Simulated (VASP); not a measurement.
# Sn3Te (Pm-3m) in VASP: further runs

Aim: see how the results for Sn3Te move with the level of theory and the settings. Levels: PBE, PBEsol, r2SCAN. Tasks: single point.

Everything below comes from runs of VASP 6.6.1. Logs are shortened: lines on timing, memory, paths and dates and some standing lists are left out, and cuts for length are marked.

## Step 1: The cell of the first run

Symmetry: Pm-3m, No. 221, cubic system. The conventional cell has a = 4.866 Å, b = 4.866 Å, c = 4.866 Å, α = 90.00°, β = 90.00°, γ = 90.00°. Within 4.5 Å of Sn (site symmetry 4/mmm) lie 8 Sn at 3.44 Å and 4 Te at 3.44 Å. Te (site symmetry m-3m) has 12 Sn at 3.44 Å within 4.5 Å.

## Step 2: Single point, PBE

INCAR reads:

```
SYSTEM = Sn3Te
  ALGO = Normal
  EDIFF = 1E-6
  ENCUT = 520
  GGA = PE
  ISIF = 2
  ISMEAR = 1
  LASPH = .TRUE.
  LCHARG = .FALSE.
  LREAL = .FALSE.
  LWAVE = .FALSE.
  NBANDS = 32
  NELM = 60
  PREC = Accurate
  SIGMA = 0.1
```

KPOINTS reads:

```
Automatic mesh
0
Gamma
  5 5 5
  0.5 0.5 0.5
```

POSCAR reads:

```
Sn3Te
1.0
    4.8656220000      0.0000000000      0.0000000000
    0.0000000000      4.8656220000      0.0000000000
    0.0000000000      0.0000000000      4.8656220000
Sn Te
3 1
Direct
    0.5000000000      0.5000000000      0.0000000000
    0.5000000000      0.0000000000      0.5000000000
    0.0000000000      0.5000000000      0.5000000000
    0.0000000000      0.0000000000      0.0000000000
```

Potentials or basis: VASP PAW PBE potentials, release 64 (Sn_d, Te).

Started as:

```console
$ cat potpaw_PBE.64/Sn_d/POTCAR potpaw_PBE.64/Te/POTCAR > POTCAR
$ mpirun -np 1 vasp_std > vasp.out
```

OUTCAR:

```text
SYSTEM = Sn3Te
   EDIFF = 1E-6
   ENCUT = 520
   GGA = PE
   ISIF = 2
   ISMEAR = 1
   LASPH = .TRUE.
   LREAL = .FALSE.
   NELM = 60
   PREC = Accurate

 ion  position               nearest neighbor table
   1  0.500  0.500  0.000-   2 3.44   3 3.44   4 3.44   2 3.44   3 3.44   2 3.44   4 3.44   2 3.44
                             3 3.44   4 3.44   3 3.44   4 3.44
   2  0.500  0.000  0.500-   1 3.44   3 3.44   4 3.44   1 3.44   4 3.44   1 3.44   3 3.44   1 3.44
                             3 3.44   4 3.44   4 3.44   3 3.44
   3  0.000  0.500  0.500-   1 3.44   2 3.44   4 3.44   1 3.44   4 3.44   2 3.44   4 3.44   4 3.44
                             1 3.44   2 3.44   1 3.44   2 3.44
   4  0.000  0.000  0.000-   1 3.44   2 3.44   3 3.44   2 3.44   3 3.44   1 3.44   3 3.44   3 3.44
                             1 3.44   2 3.44   2 3.44   1 3.44

  LATTYP: Found a simple cubic cell.
 ALAT       =     4.8656220000

  Lattice vectors:

 A1 = (   4.8656220000,   0.0000000000,   0.0000000000)
 A2 = (   0.0000000000,   4.8656220000,   0.0000000000)
 A3 = (   0.0000000000,   0.0000000000,   4.8656220000)

Analysis of symmetry for initial positions (statically):
=====================================================================
 Subroutine PRICEL returns:
 Original cell was already a primitive cell.

 Routine SETGRP: Setting up the symmetry group for a
 simple cubic supercell.

 Subroutine GETGRP returns: Found 48 space group operations
 (whereof 48 operations were pure point group operations)
 out of a pool of 48 trial point group operations.

The static configuration has the point symmetry O_h .

Analysis of symmetry for dynamics (positions and initial velocities):
=====================================================================
 Subroutine PRICEL returns:
 Original cell was already a primitive cell.

 Routine SETGRP: Setting up the symmetry group for a
 simple cubic supercell.

 Subroutine GETGRP returns: Found 48 space group operations
 (whereof 48 operations were pure point group operations)
 out of a pool of 48 trial point group operations.

The dynamic configuration has the point symmetry O_h .

 Subroutine INISYM returns: Found 48 space group operations
 (whereof 48 operations are pure point group operations),
 and found     1 'primitive' translations

----------------------------------------------------------------------------------------

                                     Primitive cell

  volume of cell :     115.1901

  direct lattice vectors                    reciprocal lattice vectors
     4.865622000  0.000000000  0.000000000     0.205523569  0.000000000  0.000000000
     0.000000000  4.865622000  0.000000000     0.000000000  0.205523569  0.000000000
     0.000000000  0.000000000  4.865622000     0.000000000  0.000000000  0.205523569

  length of vectors
     4.865622000  4.865622000  4.865622000     0.205523569  0.205523569  0.205523569

  position of ions in fractional coordinates (direct lattice)
     0.500000000  0.500000000  0.000000000
     0.500000000  0.000000000  0.500000000
     0.000000000  0.500000000  0.500000000
     0.000000000  0.000000000  0.000000000

  ion indices of the primitive-cell ions
   primitive index   ion index
                 1           1
                 2           2
                 3           3
                 4           4

----------------------------------------------------------------------------------------

 KPOINTS: Automatic mesh

Automatic generation of k-mesh.
 Grid dimensions read from file:
 generate k-points for:    5    5    5

 Generating k-lattice:

  Cartesian coordinates                     Fractional coordinates (reciprocal lattice)
     0.041104714  0.000000000  0.000000000     0.200000000  0.000000000  0.000000000
     0.000000000  0.041104714  0.000000000     0.000000000  0.200000000  0.000000000
     0.000000000  0.000000000  0.041104714     0.000000000  0.000000000  0.200000000

  Length of vectors
     0.041104714  0.041104714  0.041104714

  Shift w.r.t. Gamma in fractional coordinates (k-lattice)
     0.500000000  0.500000000  0.500000000

 Subroutine IBZKPT returns following result:
 ===========================================

 Found     10 irreducible k-points:

 Following reciprocal coordinates:
            Coordinates               Weight
  0.100000  0.100000  0.100000      8.000000
  0.300000  0.100000  0.100000     24.000000
  0.500000  0.100000  0.100000     12.000000
  0.300000  0.300000  0.100000     24.000000
  0.500000  0.300000  0.100000     24.000000
  0.500000  0.500000  0.100000      6.000000
  0.300000  0.300000  0.300000      8.000000
  0.500000  0.300000  0.300000     12.000000
  0.500000  0.500000  0.300000      6.000000
  0.500000  0.500000  0.500000      1.000000
   k-points           NKPTS =     10   k-points in BZ     NKDIM =     10   number of bands    NBANDS=     32
   number of dos      NEDOS =    301   number of ions     NIONS =      4
   total plane-waves  NPLWV =  46656
   dimension x,y,z NGX =    36 NGY =   36 NGZ =   36
   dimension x,y,z NGXF=    72 NGYF=   72 NGZF=   72
   ions per type =               3   1
   NGX,Y,Z   is equivalent  to a cutoff of  12.30, 12.30, 12.30 a.u.
   NGXF,Y,Z  is equivalent  to a cutoff of  24.60, 24.60, 24.60 a.u.
 SYSTEM =  Sn3Te
   PREC   = accura    normal or accurate (medium, high low for compatibility)
   ISTART =      0    job   : 0-new  1-cont  2-samecut
   ICHARG =      2    charge: 1-file 2-atom 10-const
   ISPIN  =      1    spin polarized calculation?
   LNONCOLLINEAR =      F non collinear calculations
   LSORBIT =      F    spin-orbit coupling
   LASPH  =      T    aspherical Exc in radial PAW
   ENCUT  =  520.0 eV  38.22 Ry    6.18 a.u.   9.05  9.05  9.05*2*pi/ulx,y,z
   NELM   =     60;   NELMIN=  2; NELMDL= -5     # of ELM steps
   EDIFF  = 0.1E-05   stopping-criterion for ELM
   LREAL  =      F    real-space projection
   EDIFFG = 0.1E-04   stopping-criterion for IOM
   NSW    =      0    number of steps for IOM
   IBRION =     -1    ionic relax: 0-MD 1-quasi-New 2-CG
   NFREE  =      0    steps in history (QN), initial steepest desc. (CG)
   ISIF   =      2    stress and relaxation
   ISYM   =      2    0-nonsym 1-usesym 2-fastsym
   POTIM  = 0.5000    time-step for ionic-motion
   TEBEG  =    0.0;   TEEND  =   0.0 temperature during run
   PSTRESS=    0.0 pullay stress
   NELECT =      48.0000    total number of electrons
   NUPDOWN=      -1.0000    fix difference up-down
   EMIN   =  10.00;   EMAX   =-10.00  energy-range for DOS
   EFERMI =   0.00;   METHOD = LEGACY
   ISMEAR =     1;   SIGMA  =   0.10  broadening in eV -4-tet -1-fermi 0-gaus
   EFERMI_NEDOS =   21; number of points for ismear=-14 and -15
   IALGO  =     38    algorithm
   IMIX   =      4    mixing-type and parameters
     AMIX     =   0.40;   BMIX     =  1.00
     AMIX_MAG =   1.60;   BMIX_MAG =  1.00
  volume/ion in A,a.u.               =      28.80       194.34
  Fermi-wavevector in a.u.,A,eV,Ry     =   1.222785  2.310729 20.343484  1.495204
  Thomas-Fermi vector in A             =   2.357920
   LORBIT       =      0    0 simple, 1 ext, 2 COOP (PROOUT), +10 PAW based schemes
   GGA     = PE    functional components
   LHFCALC =     F    Hartree Fock is set to
   AEXX    =    0.0000 exact exchange contribution
   IVDW    =     0    specifies the selected vdW correction
   LEPSILON=     F    determine dielectric tensor
   LRPA    =     F    only Hartree local field effects (RPA)
 non-spin polarized calculation
 Methfessel and Paxton  Order N= 1 SIGMA  =   0.10
  energy-cutoff  :      520.00
  volume of cell :      115.19
 maximum number of plane-waves:      3120
 NGX is ok and might be reduce to    36
   NGX = 19   NGY = 19   NGZ = 19

 number of electron      48.0000021 magnetization

 Free energy of the ion-electron system (eV)
  ---------------------------------------------------
  ext. energy  EPLUGINS =         0.00000000
  ---------------------------------------------------
  free energy    TOTEN  =       -14.36109218 eV

  energy without entropy =      -14.36139104  energy(sigma->0) =      -14.36119180

 E-fermi :   7.7759     XC(G=0): -10.0657

 val. band max:        7.7129786498   @ k =   0.3000   0.3000   0.3000
 cond. band min:       7.7992389154   @ k =   0.5000   0.1000   0.1000
 fundamental gap:      0.0862602656
 Fermi energy:         7.7758837508

 k-point     1 :       0.1000    0.1000    0.1000
  band No.  band energies     occupation
      1     -13.9970      2.00000
      2     -13.9953      2.00000
      3     -13.9953      2.00000
      4     -13.9854      2.00000
      5     -13.9854      2.00000
      6     -13.9490      2.00000
[... 24 lines left out ...]
     31      12.7480      0.00000
     32      12.7480      0.00000

 k-point     2 :       0.3000    0.1000    0.1000
  band No.  band energies     occupation
      1     -13.9908      2.00000
      2     -13.9875      2.00000
      3     -13.9809      2.00000
      4     -13.9705      2.00000
      5     -13.9623      2.00000
      6     -13.9481      2.00000
[... 24 lines left out ...]
     31      12.7560      0.00000
     32      13.3441      0.00000

 k-point     3 :       0.5000    0.1000    0.1000
  band No.  band energies     occupation
      1     -13.9886      2.00000
      2     -13.9816      2.00000
      3     -13.9661      2.00000
      4     -13.9639      2.00000
      5     -13.9523      2.00000
      6     -13.9447      2.00000
[... 24 lines left out ...]
     31      11.4046      0.00000
     32      14.2406      0.00000

 k-point     4 :       0.3000    0.3000    0.1000
  band No.  band energies     occupation
      1     -13.9855      2.00000
      2     -13.9830      2.00000
      3     -13.9788      2.00000
      4     -13.9554      2.00000
      5     -13.9514      2.00000
      6     -13.9512      2.00000
[... 24 lines left out ...]
     31      13.5185      0.00000
     32      13.5876      0.00000

 k-point     5 :       0.5000    0.3000    0.1000
  band No.  band energies     occupation
      1     -13.9842      2.00000
      2     -13.9766      2.00000
      3     -13.9740      2.00000
      4     -13.9571      2.00000
      5     -13.9499      2.00000
      6     -13.9467      2.00000
[... 24 lines left out ...]
     31      12.0458      0.00000
     32      15.4323      0.00000

 k-point     6 :       0.5000    0.5000    0.1000
  band No.  band energies     occupation
      1     -13.9803      2.00000
      2     -13.9803      2.00000
      3     -13.9800      2.00000
      4     -13.9562      2.00000
      5     -13.9500      2.00000
      6     -13.9291      2.00000
[... 24 lines left out ...]
     31      12.8077      0.00000
     32      14.8182      0.00000

 k-point     7 :       0.3000    0.3000    0.3000
  band No.  band energies     occupation
      1     -13.9871      2.00000
      2     -13.9863      2.00000
      3     -13.9863      2.00000
      4     -13.9556      2.00000
      5     -13.9472      2.00000
      6     -13.9397      2.00000
[... 24 lines left out ...]
     31      12.8741      0.00000
     32      14.1341      0.00000

 k-point     8 :       0.5000    0.3000    0.3000
  band No.  band energies     occupation
      1     -13.9907      2.00000
      2     -13.9866      2.00000
      3     -13.9794      2.00000
      4     -13.9642      2.00000
      5     -13.9507      2.00000
      6     -13.9377      2.00000
[... 24 lines left out ...]
     31      12.2571      0.00000
     32      15.1978      0.00000

 k-point     9 :       0.5000    0.5000    0.3000
  band No.  band energies     occupation
      1     -13.9967      2.00000
      2     -13.9832      2.00000
      3     -13.9832      2.00000
      4     -13.9762      2.00000
      5     -13.9391      2.00000
      6     -13.9376      2.00000
[... 24 lines left out ...]
     31      12.9773      0.00000
     32      15.4041      0.00000

 k-point    10 :       0.5000    0.5000    0.5000
  band No.  band energies     occupation
      1     -14.0039      2.00000
      2     -13.9858      2.00000
      3     -13.9858      2.00000
      4     -13.9858      2.00000
      5     -13.9446      2.00000
      6     -13.9446      2.00000
[... 24 lines left out ...]
     31      13.0962      0.00000
     32      15.3790      0.00000

------------------------ aborting loop because EDIFF is reached ----------------------------------------

  FORCE on cell =-STRESS in cart. coord.  units (eV):
  Direction    XX          YY          ZZ          XY          YZ          ZX
  --------------------------------------------------------------------------------------
  -------------------------------------------------------------------------------------
  Total        0.1889819      0.1889819      0.1889819      0.0000000      0.0000000      0.0000000
  in kB        2.6285471      2.6285471      2.6285471      0.0000000      0.0000000      0.0000000
  external PRESSURE =       2.6285471 kB  Pullay stress =       0.0000000 kB

 VOLUME and BASIS-vectors are now :
 -----------------------------------------------------------------------------
  energy-cutoff  :      520.00
  volume of cell :      115.19
      direct lattice vectors                 reciprocal lattice vectors
     4.865622000  0.000000000  0.000000000     0.205523569  0.000000000  0.000000000
     0.000000000  4.865622000  0.000000000     0.000000000  0.205523569  0.000000000
     0.000000000  0.000000000  4.865622000     0.000000000  0.000000000  0.205523569

 POSITION                                       TOTAL-FORCE (eV/Angst)
 -----------------------------------------------------------------------------------
      2.43281      2.43281      0.00000         0.000000      0.000000      0.000000
      2.43281      0.00000      2.43281         0.000000      0.000000      0.000000
      0.00000      2.43281      2.43281         0.000000      0.000000      0.000000
      0.00000      0.00000      0.00000         0.000000      0.000000      0.000000
 -----------------------------------------------------------------------------------
    total drift:                                0.000000      0.000000      0.000000

  FREE ENERGIE OF THE ION-ELECTRON SYSTEM (eV)
  ---------------------------------------------------
  free  energy   TOTEN  =       -14.3610921847 eV

  energy  without entropy=      -14.3613910421  energy(sigma->0) =      -14.36119180
```

Wall time 12 s (1 thread of Intel Xeon 6975P-C (Granite Rapids), shared host); peak memory 0.21 GiB.

What came out:

```
Free energy            : -14.3611 eV
Pressure               : 0.3 GPa
Band gap on the k mesh : zero (band 24 reaches 10.45 eV, above the bottom of band 25 at 7.51 eV)
```

Caveat: spin-orbit coupling is left out, which moves the levels of the heavy elements.

## Step 3: Single point, PBEsol

INCAR reads:

```
PREC = Accurate
ENCUT = 520
EDIFF = 1E-7
ISMEAR = 1
SIGMA = 0.1
LREAL = False
LASPH = True
NELM = 80
ALGO = Normal
ISIF = 2
LWAVE = False
LCHARG = True
GGA = PS
LELF = True
LVHAR = True
NBANDS = 32
```

KPOINTS is that of step 2.

POSCAR is that of step 2.

Potentials or basis: VASP PAW PBE potentials, release 64 (Sn_d, Te).

Started as:

```console
$ cat potpaw_PBE.64/Sn_d/POTCAR potpaw_PBE.64/Te/POTCAR > POTCAR
$ mpirun -np 1 vasp_std > vasp.out
```

It took 14 s on 1 thread of Intel Xeon 6975P-C (Granite Rapids), shared host; peak memory 0.21 GiB.

Results (log left out):

```yaml
Free_energy: -16.0642 eV
Pressure: -2.4 GPa
Band_gap_on_the_k_mesh: zero (band 24 reaches 10.30 eV, above the bottom of band 25 at 7.34 eV)
```

Levels at points of the mesh, in eV from the Fermi level:
```
           k point  band 21  band 22  band 23  band 24  band 25  band 26  band 27  band 28
(0.50, 0.50, 0.50)    -5.33    -5.33    -4.43     2.69     2.69     2.69     5.22     5.22
```

Caveat: the PAW data sets were made with another functional, which shifts forces and pressure a little; spin-orbit coupling is left out, which moves the levels of the heavy elements.

(Part 1 of 2 ends here.)
